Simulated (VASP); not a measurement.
# ZnO (P6_3mc) in VASP: notebook

The runs below take ZnO through single point, relaxation of cell and atoms, with PBE, LDA, r2SCAN.

Everything below comes from runs of VASP 6.6.1. Logs are shortened: lines on timing, memory, paths and dates and some standing lists are left out, and cuts for length are marked.

**Experimental background.**

“Electronic structure of alkaline earth and post-transition metal oxides”, 2009, arxiv:0908.1581 quotes, for a bulk crystal of ZnO: band gap 3.37 eV.

How close the calculation comes is told below.

## 1. The cell of the first run

The structure is hexagonal, space group P6_3mc (No. 186). The conventional cell has a = 3.280 Å, b = 3.280 Å, c = 5.293 Å, α = 90.00°, β = 90.00°, γ = 120.00°. Within 2.6 Å of Zn (site symmetry 3m) lie 4 O at 2.00 to 2.01 Å. Within 2.6 Å of O (site symmetry 3m) lie 4 Zn at 2.00 to 2.01 Å.

## 2. Single point, PBE

Contents of INCAR:

```
ALGO = Normal ; EDIFF = 1E-7
ENCUT = 520 ; GGA = PE
ISIF = 2 ; ISMEAR = -1
LASPH = True ; LCHARG = False
LREAL = False ; LWAVE = False
NBANDS = 26 ; NELM = 80
PREC = Accurate ; SIGMA = 0.02
```

Contents of KPOINTS:

```
k-points
0
Gamma
  12 12 4
```

Contents of POSCAR:

```
ZnO
1.0
    3.2795251977      0.0000000000      0.0000000000
   -1.6397625989      2.8401521336      0.0000000000
    0.0000000000      0.0000000000      5.2931629418
Zn O
2 2
Direct
    0.3333333333      0.6666666667      0.4999596419
    0.6666666667      0.3333333333     -0.0000403581
    0.6666666667      0.3333333333      0.3790503581
    0.3333333333      0.6666666667      0.8790503581
```

Potentials or basis: VASP PAW PBE potentials, release 64 (Zn, O).

Run with:

```
$ cat potpaw_PBE.64/Zn/POTCAR potpaw_PBE.64/O/POTCAR > POTCAR
$ mpirun -np 1 vasp_std > vasp.out
```

OUTCAR:

```text
EDIFF = 1E-7
   ENCUT = 520
   GGA = PE
   ISIF = 2
   ISMEAR = -1
   LASPH = True
   LREAL = False
   NELM = 80
   PREC = Accurate

 ion  position               nearest neighbor table
   1  0.333  0.667  0.500-   3 2.00   3 2.00   3 2.00   4 2.01
   2  0.667  0.333  1.000-   4 2.00   4 2.00   4 2.00   3 2.01
   3  0.667  0.333  0.379-   1 2.00   1 2.00   1 2.00   2 2.01
   4  0.333  0.667  0.879-   2 2.00   2 2.00   2 2.00   1 2.01

  LATTYP: Found a hexagonal cell.
 ALAT       =     3.2795251977
 C/A-ratio  =     1.6140028275

  Lattice vectors:

 A1 = (   3.2795251977,   0.0000000000,   0.0000000000)
 A2 = (  -1.6397625989,   2.8401521336,   0.0000000000)
 A3 = (   0.0000000000,   0.0000000000,   5.2931629418)

Analysis of symmetry for initial positions (statically):
=====================================================================
 Subroutine PRICEL returns:
 Original cell was already a primitive cell.

 Routine SETGRP: Setting up the symmetry group for a
 hexagonal supercell.

 Subroutine GETGRP returns: Found 12 space group operations
 (whereof  6 operations were pure point group operations)
 out of a pool of 24 trial point group operations.

The static configuration has the point symmetry C_3v.
 The point group associated with its full space group is C_6v.

Analysis of symmetry for dynamics (positions and initial velocities):
=====================================================================
 Subroutine PRICEL returns:
 Original cell was already a primitive cell.

 Routine SETGRP: Setting up the symmetry group for a
 hexagonal supercell.

 Subroutine GETGRP returns: Found 12 space group operations
 (whereof  6 operations were pure point group operations)
 out of a pool of 24 trial point group operations.

The dynamic configuration has the point symmetry C_3v.
 The point group associated with its full space group is C_6v.

 Subroutine INISYM returns: Found 12 space group operations
 (whereof  6 operations are pure point group operations),
 and found     1 'primitive' translations

----------------------------------------------------------------------------------------

                                     Primitive cell

  volume of cell :      49.3024

  direct lattice vectors                    reciprocal lattice vectors
     3.279525198  0.000000000  0.000000000     0.304922188  0.176046908  0.000000000
    -1.639762599  2.840152134  0.000000000     0.000000000  0.352093815  0.000000000
     0.000000000  0.000000000  5.293162942     0.000000000  0.000000000  0.188922958

  length of vectors
     3.279525198  3.279525198  5.293162942     0.352093815  0.352093815  0.188922958

  position of ions in fractional coordinates (direct lattice)
     0.333333333  0.666666667  0.499959642
     0.666666667  0.333333333  0.999959642
     0.666666667  0.333333333  0.379050358
     0.333333333  0.666666667  0.879050358

  ion indices of the primitive-cell ions
   primitive index   ion index
                 1           1
                 2           2
                 3           3
                 4           4

----------------------------------------------------------------------------------------

 KPOINTS: k-points

Automatic generation of k-mesh.
 Grid dimensions read from file:
 generate k-points for:   12   12    4

 Generating k-lattice:

  Cartesian coordinates                     Fractional coordinates (reciprocal lattice)
     0.025410182  0.014670576  0.000000000     0.083333333  0.000000000  0.000000000
     0.000000000  0.029341151  0.000000000     0.000000000  0.083333333  0.000000000
     0.000000000  0.000000000  0.047230739     0.000000000  0.000000000  0.250000000

  Length of vectors
     0.029341151  0.029341151  0.047230739

  Shift w.r.t. Gamma in fractional coordinates (k-lattice)
     0.000000000  0.000000000  0.000000000

 Subroutine IBZKPT returns following result:
 ===========================================

 Found     57 irreducible k-points:

 Following reciprocal coordinates:
            Coordinates               Weight
  0.000000  0.000000  0.000000      1.000000
  0.083333  0.000000  0.000000      6.000000
  0.166667  0.000000  0.000000      6.000000
  0.250000 -0.000000  0.000000      6.000000
  0.333333  0.000000  0.000000      6.000000
  0.416667  0.000000  0.000000      6.000000
[... 16 lines left out ...]
  0.250000 -0.000000  0.250000     12.000000
  0.333333  0.000000  0.250000     12.000000
 [... further k-points ...]
   k-points           NKPTS =     57   k-points in BZ     NKDIM =     57   number of bands    NBANDS=     26
   number of dos      NEDOS =    301   number of ions     NIONS =      4
   total plane-waves  NPLWV =  23040
   dimension x,y,z NGX =    24 NGY =   24 NGZ =   40
   dimension x,y,z NGXF=    48 NGYF=   48 NGZF=   80
   ions per type =               2   2
   NGX,Y,Z   is equivalent  to a cutoff of  12.17, 12.17, 12.56 a.u.
   NGXF,Y,Z  is equivalent  to a cutoff of  24.33, 24.33, 25.13 a.u.
 SYSTEM =  unknown system
   PREC   = accura    normal or accurate (medium, high low for compatibility)
   ISTART =      0    job   : 0-new  1-cont  2-samecut
   ICHARG =      2    charge: 1-file 2-atom 10-const
   ISPIN  =      1    spin polarized calculation?
   LNONCOLLINEAR =      F non collinear calculations
   LSORBIT =      F    spin-orbit coupling
   LASPH  =      T    aspherical Exc in radial PAW
   ENCUT  =  520.0 eV  38.22 Ry    6.18 a.u.   6.10  6.10  9.84*2*pi/ulx,y,z
   NELM   =     80;   NELMIN=  2; NELMDL= -5     # of ELM steps
   EDIFF  = 0.1E-06   stopping-criterion for ELM
   LREAL  =      F    real-space projection
   EDIFFG = 0.1E-05   stopping-criterion for IOM
   NSW    =      0    number of steps for IOM
   IBRION =     -1    ionic relax: 0-MD 1-quasi-New 2-CG
   NFREE  =      0    steps in history (QN), initial steepest desc. (CG)
   ISIF   =      2    stress and relaxation
   ISYM   =      2    0-nonsym 1-usesym 2-fastsym
   POTIM  = 0.5000    time-step for ionic-motion
   TEBEG  =    0.0;   TEEND  =   0.0 temperature during run
   PSTRESS=    0.0 pullay stress
   NELECT =      36.0000    total number of electrons
   NUPDOWN=      -1.0000    fix difference up-down
   EMIN   =  10.00;   EMAX   =-10.00  energy-range for DOS
   EFERMI =   0.00;   METHOD = LEGACY
   ISMEAR =    -1;   SIGMA  =   0.02  broadening in eV -4-tet -1-fermi 0-gaus
   EFERMI_NEDOS =   21; number of points for ismear=-14 and -15
   IALGO  =     38    algorithm
   IMIX   =      4    mixing-type and parameters
     AMIX     =   0.40;   BMIX     =  1.00
     AMIX_MAG =   1.60;   BMIX_MAG =  1.00
  volume/ion in A,a.u.               =      12.33        83.18
  Fermi-wavevector in a.u.,A,eV,Ry     =   1.474189  2.785813 29.568617  2.173232
  Thomas-Fermi vector in A             =   2.588990
   LORBIT       =      0    0 simple, 1 ext, 2 COOP (PROOUT), +10 PAW based schemes
   GGA     = PE    functional components
   LHFCALC =     F    Hartree Fock is set to
   AEXX    =    0.0000 exact exchange contribution
   IVDW    =     0    specifies the selected vdW correction
   LEPSILON=     F    determine dielectric tensor
   LRPA    =     F    only Hartree local field effects (RPA)
 non-spin polarized calculation
  energy-cutoff  :      520.00
  volume of cell :       49.30
 maximum number of plane-waves:      1350
   NGX = 13   NGY = 13   NGZ = 19

 number of electron      36.0000039 magnetization

 Free energy of the ion-electron system (eV)
  ---------------------------------------------------
  ext. energy  EPLUGINS =         0.00000000
  ---------------------------------------------------
  free energy    TOTEN  =       -17.86074061 eV

  energy without entropy =      -17.86074061  energy(sigma->0) =      -17.86074061

 E-fermi :   1.2593     XC(G=0): -10.7255

 val. band max:        0.8951901569   @ k =   0.0000   0.0000   0.0000
 cond. band min:       1.6230946243   @ k =   0.0000   0.0000   0.0000
 fundamental gap:      0.7279044675
 Fermi energy:         1.2592933932

 k-point     1 :       0.0000    0.0000    0.0000
  band No.  band energies     occupation
      1     -16.9229      2.00000
      2     -16.2555      2.00000
      3      -4.6419      2.00000
      4      -4.6419      2.00000
      5      -4.6022      2.00000
      6      -4.4873      2.00000
[... 18 lines left out ...]
     25      14.8265      0.00000
     26      14.8265      0.00000

 k-point     2 :       0.0833    0.0000    0.0000
  band No.  band energies     occupation
      1     -16.8872      2.00000
      2     -16.2395      2.00000
      3      -4.6821      2.00000
      4      -4.6207      2.00000
      5      -4.5778      2.00000
      6      -4.4697      2.00000
[... 18 lines left out ...]
     25      14.7566      0.00000
     26      14.9114      0.00000

 k-point     3 :       0.1667    0.0000    0.0000
  band No.  band energies     occupation
      1     -16.7862      2.00000
      2     -16.1968      2.00000
      3      -4.7735      2.00000
      4      -4.5650      2.00000
      5      -4.5413      2.00000
      6      -4.4590      2.00000
[... 18 lines left out ...]
     25      14.7261      0.00000
     26      14.9954      0.00000

 k-point     4 :       0.2500   -0.0000    0.0000
  band No.  band energies     occupation
      1     -16.6402      2.00000
      2     -16.1428      2.00000
      3      -4.8647      2.00000
      4      -4.5498      2.00000
      5      -4.4969      2.00000
      6      -4.3730      2.00000
[... 18 lines left out ...]
     25      14.0570      0.00000
     26      14.8601      0.00000

 k-point     5 :       0.3333    0.0000    0.0000
  band No.  band energies     occupation
      1     -16.4798      2.00000
      2     -16.0982      2.00000
      3      -4.9028      2.00000
      4      -4.5737      2.00000
      5      -4.4416      2.00000
      6      -4.2396      2.00000
[... 18 lines left out ...]
     25      14.1104      0.00000
     26      14.7498      0.00000

 k-point     6 :       0.4167    0.0000    0.0000
  band No.  band energies     occupation
      1     -16.3445      2.00000
      2     -16.0804      2.00000
      3      -4.8713      2.00000
      4      -4.5988      2.00000
      5      -4.4108      2.00000
      6      -4.0941      2.00000
[... 427 lines left out ...]
 k-point    21 :       0.0833    0.0000    0.2500
  band No.  band energies     occupation
      1     -16.7959      2.00000
      2     -16.3380      2.00000
      3      -4.7416      2.00000
      4      -4.7052      2.00000
      5      -4.6039      2.00000
      6      -4.5909      2.00000
[... 18 lines left out ...]
     25      14.0028      0.00000
     26      14.5230      0.00000

 k-point    22 :       0.1667    0.0000    0.2500
  band No.  band energies     occupation
      1     -16.7022      2.00000
      2     -16.2852      2.00000
      3      -4.8327      2.00000
      4      -4.7093      2.00000
      5      -4.5435      2.00000
      6      -4.5155      2.00000
[... 18 lines left out ...]
     25      13.8785      0.00000
     26      14.6158      0.00000

 k-point    23 :       0.2500   -0.0000    0.2500
  band No.  band energies     occupation
      1     -16.5678      2.00000
      2     -16.2157      2.00000
      3      -4.9197      2.00000
      4      -4.7288      2.00000
      5      -4.4660      2.00000
      6      -4.4111      2.00000
[... 18 lines left out ...]
     25      14.0725      0.00000
     26      14.6136      0.00000

 k-point    24 :       0.3333    0.0000    0.2500
  band No.  band energies     occupation
      1     -16.4224      2.00000
      2     -16.1521      2.00000
      3      -4.9613      2.00000
      4      -4.7541      2.00000
      5      -4.3981      2.00000
      6      -4.2830      2.00000
[... 18 lines left out ...]
     25      14.1510      0.00000
     26      14.6068      0.00000

 [... further k-points ...]

------------------------ aborting loop because EDIFF is reached ----------------------------------------

  FORCE on cell =-STRESS in cart. coord.  units (eV):
  Direction    XX          YY          ZZ          XY          YZ          ZX
  --------------------------------------------------------------------------------------
  -------------------------------------------------------------------------------------
  Total        0.2784922      0.2784922      0.2823570     -0.0000000      0.0000000      0.0000000
  in kB        9.0501495      9.0501495      9.1757449     -0.0000000      0.0000000      0.0000000
  external PRESSURE =       9.0920147 kB  Pullay stress =       0.0000000 kB

 VOLUME and BASIS-vectors are now :
 -----------------------------------------------------------------------------
  energy-cutoff  :      520.00
  volume of cell :       49.30
      direct lattice vectors                 reciprocal lattice vectors
     3.279525198  0.000000000  0.000000000     0.304922188  0.176046908  0.000000000
    -1.639762599  2.840152134  0.000000000     0.000000000  0.352093815  0.000000000
     0.000000000  0.000000000  5.293162942     0.000000000  0.000000000  0.188922958

 POSITION                                       TOTAL-FORCE (eV/Angst)
 -----------------------------------------------------------------------------------
     -0.00000      1.89343      2.64637         0.000000      0.000000      0.000398
      1.63976      0.94672      5.29295         0.000000     -0.000000      0.000398
      1.63976      0.94672      2.00638        -0.000000      0.000000     -0.000398
     -0.00000      1.89343      4.65296         0.000000     -0.000000     -0.000398
 -----------------------------------------------------------------------------------
    total drift:                               -0.000001     -0.000001     -0.000875

  FREE ENERGIE OF THE ION-ELECTRON SYSTEM (eV)
  ---------------------------------------------------
  free  energy   TOTEN  =       -17.8607406115 eV

  energy  without entropy=      -17.8607406115  energy(sigma->0) =      -17.86074061
```

It took 61 s on 1 thread of Intel Xeon Platinum 8259CL at 2.50GHz (Skylake/Cascade Lake), shared host; peak memory 0.2 GiB.

What came out:

```
Free energy            : -17.8607 eV
Pressure               : 0.9 GPa
Band gap on the k mesh : 0.73 eV
```

## 3. Single point, PBE

This run uses another cell than the first one, of 11.81 Å³/atom.

Contents of INCAR:

```
ALGO = Normal
EDIFF = 1E-6
ENCUT = 520
GGA = PE
ISIF = 2
ISMEAR = -1
LASPH = T
LCHARG = F
LREAL = F
LWAVE = F
NBANDS = 26
NELM = 100
PREC = Accurate
SIGMA = 0.02
```

Contents of KPOINTS:

```
k-points
0
Gamma
  12 12 6
```

Contents of POSCAR:

```
ZnO
1.0
    3.2353520104      0.0000000000      0.0000000000
   -1.6176760052      2.8018970312      0.0000000000
    0.0000000000      0.0000000000      5.2109135507
Zn O
2 2
Direct
    0.3333333333      0.6666666667      0.4996551295
    0.6666666667      0.3333333333     -0.0003448705
    0.6666666667      0.3333333333      0.3793548705
    0.3333333333      0.6666666667      0.8793548705
```

Potentials or basis: VASP PAW PBE potentials, release 64 (Zn, O).

Run with:

```
$ cat potpaw_PBE.64/Zn/POTCAR potpaw_PBE.64/O/POTCAR > POTCAR
$ mpirun -np 1 vasp_std > vasp.out
```

Wall time 67 s (1 thread of Intel Xeon Platinum 8259CL at 2.50GHz (Skylake/Cascade Lake), shared host); peak memory 0.21 GiB.

It converged, with:

```yaml
Free_energy: -17.8085 eV
Pressure: 7.2 GPa
Largest_force: 0.004 eV/Å
Band_gap_on_the_k_mesh: 0.79 eV
```

Forces in eV/Å, atoms in the order of the input:
```
Zn   0.000  0.000  0.004
Zn   0.000  0.000  0.004
O    0.000  0.000 -0.004
O    0.000  0.000 -0.004
```

Stress tensor (GPa, compression positive):
```
7.17 0.00 0.00
0.00 7.17 0.00
0.00 0.00 7.29
```

Levels at points of the mesh, in eV from the valence-band top:
```tsv
k point	band 14	band 15	band 16	band 17	band 18	band 19	band 20	band 21	band 22	band 23
(0.00, 0.00, 0.00)	-0.80	-0.80	-0.09	0.00	0.00	0.79	5.25	8.23	12.93	12.93
(0.50, 0.00, 0.00)	-3.58	-2.85	-2.29	-1.30	-0.85	5.81	6.87	7.60	8.55	10.62
(0.00, 0.00, 0.50)	-2.25	-0.40	-0.40	-0.40	-0.40	3.47	3.47	10.10	10.10	13.22
(0.50, 0.00, 0.50)	-3.77	-1.53	-1.53	-1.39	-1.39	5.72	5.72	8.47	8.47	11.32
```

Caveat: the cell stands under pressure. A hybrid or GW would open this gap; PBE tends to underestimate it.

## 4. Single point, LDA

This run uses another cell than the first one, of 11.81 Å³/atom.

Contents of INCAR:

```
SYSTEM = ZnO
ALGO     = Normal         ! electronic algorithm
EDIFF    = 1E-6           ! SCF threshold, eV
ENCUT    = 520            ! plane-wave cutoff, eV
GGA      = CA             ! functional
ISIF     = 2              ! what is computed and relaxed
ISMEAR   = 0              ! smearing method
LASPH    = .True.         ! aspherical terms in the spheres
LCHARG   = .True.         ! write CHGCAR
LELF     = .True.         ! ELF
LREAL    = .False.        ! projectors in reciprocal space
LVHAR    = .True.       
LWAVE    = .False.        ! write WAVECAR
NBANDS   = 26             ! bands
NELM     = 60             ! most SCF steps
PREC     = Accurate       ! precision mode
SIGMA    = 0.01           ! smearing width, eV
```

Contents of KPOINTS:

```
k-points
0
Gamma
  12 12 6
  0 0 0
```

POSCAR is that of step 3.

Potentials or basis: VASP PAW LDA potentials, release 64 (Zn, O).

Run with:

```
$ cat potpaw_LDA.64/Zn/POTCAR potpaw_LDA.64/O/POTCAR > POTCAR
$ mpirun -np 1 vasp_std > vasp.out
```

Run time: 69 s. Hardware: 1 thread of Intel Xeon Platinum 8259CL at 2.50GHz (Skylake/Cascade Lake), shared host; peak memory 0.19 GiB.

It converged, with:

```yaml
Free_energy: -21.1353 eV
Pressure: -5.0 GPa
Largest_force: 0.009 eV/Å
Band_gap_on_the_k_mesh: 0.75 eV
```

Forces on the atoms (eV/Å):
```
Zn   0.000  0.000  0.009
Zn   0.000  0.000  0.009
O    0.000  0.000 -0.009
O    0.000  0.000 -0.009
```

Stress tensor (GPa, compression positive):
```
-5.14  0.00  0.00
 0.00 -5.14  0.00
 0.00  0.00 -4.82
```

Levels at points of the mesh, in eV from the valence-band top:
| k point | band 14 | band 15 | band 16 | band 17 | band 18 | band 19 | band 20 | band 21 | band 22 | band 23 |
| --- | --- | --- | --- | --- | --- | --- | --- | --- | --- | --- |
| (0.00, 0.00, 0.00) | -0.81 | -0.81 | -0.09 | 0.00 | 0.00 | 0.75 | 5.12 | 8.09 | 12.72 | 12.72 |
| (0.50, 0.00, 0.00) | -3.64 | -2.89 | -2.32 | -1.32 | -0.86 | 5.71 | 6.72 | 7.43 | 8.41 | 10.46 |
| (0.00, 0.00, 0.50) | -2.28 | -0.40 | -0.40 | -0.40 | -0.40 | 3.40 | 3.40 | 9.91 | 9.91 | 13.02 |
| (0.50, 0.00, 0.50) | -3.85 | -1.54 | -1.54 | -1.40 | -1.40 | 5.58 | 5.58 | 8.34 | 8.34 | 11.12 |

Caveat: the cell stands under tension. A hybrid or GW would open this gap; LDA tends to underestimate it.

[end of part 1 of 2]
